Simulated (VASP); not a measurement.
Input of a VASP 6.6.1 run:

POSCAR

```
MgO
1.0
    0.0000000000      2.1055000000      2.1055000000
    2.1055000000      0.0000000000      2.1055000000
    2.1055000000      2.1055000000      0.0000000000
Mg O
1 1
Direct
    0.0000000000      0.0000000000      0.0000000000
    0.5000000000      0.5000000000      0.5000000000
```

File INCAR.step1:

```
SYSTEM = MgO
PREC = Accurate ; ENCUT = 500
EDIFF = 1E-8 ; ISMEAR = 0
SIGMA = 0.01 ; LREAL = .False.
LASPH = .True. ; NELM = 80
ALGO = Normal ; LWAVE = .True.
LCHARG = .False. ; METAGGA = R2SCAN
LMIXTAU = .True.
```

Contents of INCAR.step2:

```
SYSTEM = MgO
PREC = Accurate ; ENCUT = 500
EDIFF = 1E-8 ; ISMEAR = 0
SIGMA = 0.01 ; LREAL = .False.
LASPH = .True. ; NELM = 1
ALGO = Exact ; LWAVE = .True.
LCHARG = .False. ; METAGGA = R2SCAN
LMIXTAU = .True. ; NBANDS = 90
LOPTICS = .True. ; ISTART = 1
```

INCAR.step3

```
SYSTEM = MgO
PREC = Accurate ; ENCUT = 500
EDIFF = 1E-8 ; ISMEAR = 0
SIGMA = 0.01 ; LREAL = .False.
LASPH = .True. ; ALGO = EVGW0
LWAVE = .False. ; LCHARG = .False.
METAGGA = R2SCAN ; LMIXTAU = .True.
NELMGW = 1 ; NBANDS = 90
ENCUTGW = 113.3 ; NOMEGA = 48
PRECFOCK = Fast ; ISTART = 1
NBANDSGW = 12
```

KPOINTS

```
regular mesh
0
Gamma
  4 4 4
  0 0 0
```

Potentials or basis: VASP PAW PBE potentials, release 64 (Mg_GW, O_GW).

The run is started by

```bash
$ cat potpaw_PBE.64/Mg_GW/POTCAR potpaw_PBE.64/O_GW/POTCAR > POTCAR
$ cp INCAR.step1 INCAR
$ mpirun -np 1 vasp_std > vasp.out
$ cp INCAR.step2 INCAR
$ mpirun -np 1 vasp_std > vasp.out
$ cp INCAR.step3 INCAR
$ mpirun -np 1 vasp_std > vasp.out
```

(1) Predict the quasiparticle gap.

(2) Predict the least direct quasiparticle gap.

(3) What does it give for the band gap on the k mesh, mean-field level?

## Answers

(1) 7.64 eV.

(2) 7.64 eV.

(3) 5.60 eV, direct.

Caveat: the k points lie up to 0.65 Å⁻¹ apart; bands, screening cutoff and mesh are small and nothing is extrapolated, so the quasiparticle values aren't converged.
